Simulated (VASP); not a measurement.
# Ca (I4/mmm) in VASP: further runs

The runs below take Ca through single point, with r2SCAN.

Everything below comes from runs of VASP 6.6.1. Logs are shortened: lines on timing, memory, paths and dates and some standing lists are left out, and cuts for length are marked.

## (1) The cell of the first run

The structure is tetragonal, space group I4/mmm (No. 139). The conventional cell has a = 4.592 Å, b = 4.592 Å, c = 4.704 Å, α = 90.00°, β = 90.00°, γ = 90.00°. Within 5.3 Å of Ca (site symmetry 4/mmm) lie 14 Ca at 4.01 to 4.70 Å.

## (2) Single point, r2SCAN (strain +0.025 along x and y, +0.050 along z)

POSCAR

```
Ca
1.0
   -2.2960000000      2.2960000000      2.3520000000
    2.2960000000     -2.2960000000      2.3520000000
    2.2960000000      2.2960000000     -2.3520000000
Ca
1
Direct
    0.0000000000      0.0000000000      0.0000000000
```

INCAR.step1

```
SYSTEM = Ca
PREC = Accurate
ENCUT = 550
ISMEAR = 0
SIGMA = 0.15
LREAL = .False.
LASPH = .True.
NELM = 120
NBANDS = 11
GGA = PE
ALGO = Normal
EDIFF = 1E-5
LWAVE = .True.
LCHARG = .False.
GGA_COMPAT = .False.
```

INCAR.step2

```
SYSTEM = Ca
PREC = Accurate
ENCUT = 550
EDIFF = 1E-6
ISMEAR = 0
SIGMA = 0.15
LREAL = .False.
LASPH = .True.
NELM = 120
ALGO = Normal
ISIF = 2
LWAVE = .False.
LCHARG = .True.
METAGGA = R2SCAN
LMIXTAU = .True.
LELF = .True.
LVHAR = .True.
NBANDS = 11
ISTART = 1
GGA_COMPAT = .False.
```

KPOINTS

```
regular mesh
0
Gamma
  16 16 16
  0 0 0
```

Potentials or basis: VASP PAW PBE potentials, release 64 (Ca_sv).

Command:

```bash
$ cat potpaw_PBE.64/Ca_sv/POTCAR > POTCAR
$ cp INCAR.step1 INCAR
$ mpirun -np 1 vasp_std > vasp.out
$ cp INCAR.step2 INCAR
$ mpirun -np 1 vasp_std > vasp.out
```

OUTCAR:

```text
SYSTEM = Ca
   PREC = Accurate
   ENCUT = 550
   EDIFF = 1E-6
   ISMEAR = 0
   LREAL = .False.
   LASPH = .True.
   NELM = 120
   ISIF = 2
   METAGGA = R2SCAN
   ISTART = 1

 ion  position               nearest neighbor table
   1  0.000  0.000  0.000-

  LATTYP: Found a body centered tetragonal cell.
 ALAT       =     4.5920000000
 C/A-ratio  =     1.0243902439

  Lattice vectors:

 A1 = (  -2.2960000000,   2.2960000000,   2.3520000000)
 A2 = (   2.2960000000,  -2.2960000000,   2.3520000000)
 A3 = (   2.2960000000,   2.2960000000,  -2.3520000000)

Analysis of symmetry for initial positions (statically):
=====================================================================
 Subroutine PRICEL returns:
 Original cell was already a primitive cell.

 Routine SETGRP: Setting up the symmetry group for a
 body centered tetragonal supercell.

 Subroutine GETGRP returns: Found 16 space group operations
 (whereof 16 operations were pure point group operations)
 out of a pool of 16 trial point group operations.

The static configuration has the point symmetry D_4h.

Analysis of symmetry for dynamics (positions and initial velocities):
=====================================================================
 Subroutine PRICEL returns:
 Original cell was already a primitive cell.

 Routine SETGRP: Setting up the symmetry group for a
 body centered tetragonal supercell.

 Subroutine GETGRP returns: Found 16 space group operations
 (whereof 16 operations were pure point group operations)
 out of a pool of 16 trial point group operations.

The dynamic configuration has the point symmetry D_4h.

 Subroutine INISYM returns: Found 16 space group operations
 (whereof 16 operations are pure point group operations),
 and found     1 'primitive' translations

----------------------------------------------------------------------------------------

                                     Primitive cell

  volume of cell :      49.5954

  direct lattice vectors                    reciprocal lattice vectors
    -2.296000000  2.296000000  2.352000000     0.000000000  0.217770035  0.212585034
     2.296000000 -2.296000000  2.352000000     0.217770035  0.000000000  0.212585034
     2.296000000  2.296000000 -2.352000000     0.217770035  0.217770035  0.000000000

  length of vectors
     4.009381000  4.009381000  4.009381000     0.304329073  0.304329073  0.307973337

  position of ions in fractional coordinates (direct lattice)
     0.000000000  0.000000000  0.000000000

  ion indices of the primitive-cell ions
   primitive index   ion index
[... 81 lines left out ...]
   POTIM  = 0.5000    time-step for ionic-motion
   TEBEG  =    0.0;   TEEND  =   0.0 temperature during run
   PSTRESS=    0.0 pullay stress
   NELECT =      10.0000    total number of electrons
   NUPDOWN=      -1.0000    fix difference up-down
   EMIN   =  10.00;   EMAX   =-10.00  energy-range for DOS
   EFERMI =   0.00;   METHOD = LEGACY
   ISMEAR =     0;   SIGMA  =   0.15  broadening in eV -4-tet -1-fermi 0-gaus
   EFERMI_NEDOS =   21; number of points for ismear=-14 and -15
   IALGO  =     38    algorithm
   IMIX   =      4    mixing-type and parameters
     AMIX     =   0.40;   BMIX     =  1.00
     AMIX_MAG =   1.60;   BMIX_MAG =  1.00
  volume/ion in A,a.u.               =      49.60       334.69
  Fermi-wavevector in a.u.,A,eV,Ry     =   0.959978  1.814095 12.538546  0.921557
  Thomas-Fermi vector in A             =   2.089221
   LORBIT       =      0    0 simple, 1 ext, 2 COOP (PROOUT), +10 PAW based schemes
   METAGGA = R2SCAN    functional components
   LHFCALC =     F    Hartree Fock is set to
   AEXX    =    0.0000 exact exchange contribution
   IVDW    =     0    specifies the selected vdW correction
   LEPSILON=     F    determine dielectric tensor
   LRPA    =     F    only Hartree local field effects (RPA)
 non-spin polarized calculation
 Gauss-broadening in eV      SIGMA  =   0.15
  energy-cutoff  :      550.00
  volume of cell :       49.60
 maximum number of plane-waves:      1477
   NGX = 15   NGY = 15   NGZ = 15

 number of electron       9.9999998 magnetization

 Free energy of the ion-electron system (eV)
  ---------------------------------------------------
  ext. energy  EPLUGINS =         0.00000000
  ---------------------------------------------------
  free energy    TOTEN  =        -6.98661860 eV

  energy without entropy =       -6.97196699  energy(sigma->0) =       -6.97929280

 E-fermi :   1.4363     XC(G=0):  -7.7082

 val. band max:        1.4312887043   @ k =   0.4375   0.1250   0.0625
 cond. band min:       1.4391872701   @ k =  -0.3125  -0.4375   0.1875
 fundamental gap:      0.0078985658
 Fermi energy:         1.4362508258

 k-point     1 :       0.0000    0.0000    0.0000
  band No.  band energies     occupation
      1     -42.7939      2.00000
      2     -22.8323      2.00000
      3     -22.8323      2.00000
      4     -22.8314      2.00000
      5      -2.5915      2.00000
      6       3.8325      0.00000
      7       3.8325      0.00000
      8       3.9294      0.00000
      9       4.7388      0.00000
     10       4.8531      0.00000
     11      11.2879      0.00000
[... 309 lines left out ...]
 k-point    24 :      -0.0625    0.0625    0.0000
  band No.  band energies     occupation
      1     -42.7936      2.00000
      2     -22.8355      2.00000
      3     -22.8325      2.00000
      4     -22.8324      2.00000
      5      -2.5244      2.00000
      6       3.7891      0.00000
      7       3.8788      0.00000
      8       3.9020      0.00000
      9       4.7420      0.00000
     10       4.8056      0.00000
     11      11.3525      0.00000

 [... further k-points ...]

------------------------ aborting loop because EDIFF is reached ----------------------------------------

  FORCE on cell =-STRESS in cart. coord.  units (eV):
  Direction    XX          YY          ZZ          XY          YZ          ZX
  --------------------------------------------------------------------------------------
  -------------------------------------------------------------------------------------
  Total       -0.5880813     -0.5880813     -0.5913233      0.0000000      0.0000000      0.0000000
  in kB      -18.9979566    -18.9979566    -19.1026901      0.0000000      0.0000000      0.0000000
  external PRESSURE =     -19.0328678 kB  Pullay stress =       0.0000000 kB

 VOLUME and BASIS-vectors are now :
 -----------------------------------------------------------------------------
  energy-cutoff  :      550.00
  volume of cell :       49.60
      direct lattice vectors                 reciprocal lattice vectors
    -2.296000000  2.296000000  2.352000000     0.000000000  0.217770035  0.212585034
     2.296000000 -2.296000000  2.352000000     0.217770035  0.000000000  0.212585034
     2.296000000  2.296000000 -2.352000000     0.217770035  0.217770035  0.000000000

 POSITION                                       TOTAL-FORCE (eV/Angst)
 -----------------------------------------------------------------------------------
      0.00000      0.00000      0.00000        -0.000000      0.000000      0.000000
 -----------------------------------------------------------------------------------
    total drift:                                0.000000      0.000000     -0.000000

  FREE ENERGIE OF THE ION-ELECTRON SYSTEM (eV)
  ---------------------------------------------------
  free  energy   TOTEN  =        -6.9866185990 eV

  energy  without entropy=       -6.9719669912  energy(sigma->0) =       -6.97929280
```

It took 3.1 min on 1 thread of Intel Xeon 6975P-C (Granite Rapids), shared host; peak memory 0.34 GiB.

Results:

- Free energy: -6.9866 eV
- Pressure: -1.9 GPa
- Band gap on the k mesh: zero (bands 5 and 6 overlap by 0.63 eV)

Levels at points of the mesh, in eV from the Fermi level:
| k point | band 1 | band 2 | band 3 | band 4 | band 5 | band 6 | band 7 | band 8 | band 9 | band 10 |
| --- | --- | --- | --- | --- | --- | --- | --- | --- | --- | --- |
| (0.00, 0.00, 0.00) | -44.23 | -24.27 | -24.27 | -24.27 | -4.03 | 2.40 | 2.40 | 2.49 | 3.30 | 3.42 |
| (0.50, 0.00, 0.00) | -44.22 | -24.35 | -24.30 | -24.27 | -0.80 | -0.26 | 1.59 | 3.21 | 3.59 | 4.23 |
| (0.50, 0.50, 0.00) | -44.22 | -24.35 | -24.30 | -24.27 | -0.74 | -0.19 | 1.46 | 3.33 | 3.63 | 4.24 |
| (0.50, 0.50, 0.50) | -44.22 | -24.33 | -24.33 | -24.33 | 0.28 | 0.33 | 3.31 | 3.69 | 3.69 | 4.03 |

Caveat: the cell differs from its parent crystal (strain +0.025 along x and y, +0.050 along z); the PAW data sets were made with another functional, which shifts forces and pressure a little.

## (3) Single point, r2SCAN (strain +0.050 along x and y, +0.025 along z)

POSCAR

```
Ca
1.0
   -2.3520000000      2.3520000000      2.2960000000
    2.3520000000     -2.3520000000      2.2960000000
    2.3520000000      2.3520000000     -2.2960000000
Ca
1
Direct
    0.0000000000      0.0000000000      0.0000000000
```

INCAR.step1

```
SYSTEM = Ca
ALGO = Normal
EDIFF = 1E-5
ENCUT = 550
GGA = PE
GGA_COMPAT = .FALSE.
ISMEAR = 0
LASPH = .TRUE.
LCHARG = .FALSE.
LREAL = .FALSE.
LWAVE = .TRUE.
NBANDS = 11
NELM = 120
PREC = Accurate
SIGMA = 0.15
```

INCAR.step2

```
SYSTEM = Ca
ALGO = Normal
EDIFF = 1E-6
ENCUT = 550
GGA_COMPAT = .FALSE.
ISIF = 2
ISMEAR = 0
ISTART = 1
LASPH = .TRUE.
LCHARG = .FALSE.
LMIXTAU = .TRUE.
LREAL = .FALSE.
LWAVE = .FALSE.
METAGGA = R2SCAN
NBANDS = 11
NELM = 120
PREC = Accurate
SIGMA = 0.15
```

KPOINTS

```
k-points
0
G
  16 16 16
  0 0 0
```

Potentials or basis: VASP PAW PBE potentials, release 64 (Ca_sv).

Command:

```bash
$ cat potpaw_PBE.64/Ca_sv/POTCAR > POTCAR
$ cp INCAR.step1 INCAR
$ mpirun -np 1 vasp_std > vasp.out
$ cp INCAR.step2 INCAR
$ mpirun -np 1 vasp_std > vasp.out
```

Wall time 3.2 min (1 thread of Intel Xeon 6975P-C (Granite Rapids), shared host); peak memory 0.35 GiB.

It converged, with:

| Quantity | Value |
| --- | --- |
| Free energy | -6.9715 eV |
| Pressure | -2.2 GPa |
| Band gap on the k mesh | zero (bands 5 and 6 overlap by 0.67 eV) |

Levels at points of the mesh, in eV from the Fermi level:
```csv
k point,band 3,band 4,band 5,band 6,band 7,band 8
"(0.00, 0.00, 0.00)",-24.33,-24.33,-3.98,2.33,2.43,2.43
"(0.50, 0.00, 0.00)",-24.35,-24.33,-0.75,-0.22,1.49,3.22
"(0.50, 0.50, 0.00)",-24.35,-24.33,-0.81,-0.30,1.62,3.12
"(0.50, 0.50, 0.50)",-24.38,-24.38,0.30,0.35,3.35,3.35
```

Caveat: the cell differs from its parent crystal (strain +0.050 along x and y, +0.025 along z); the PAW data sets were made with another functional, which shifts forces and pressure a little.
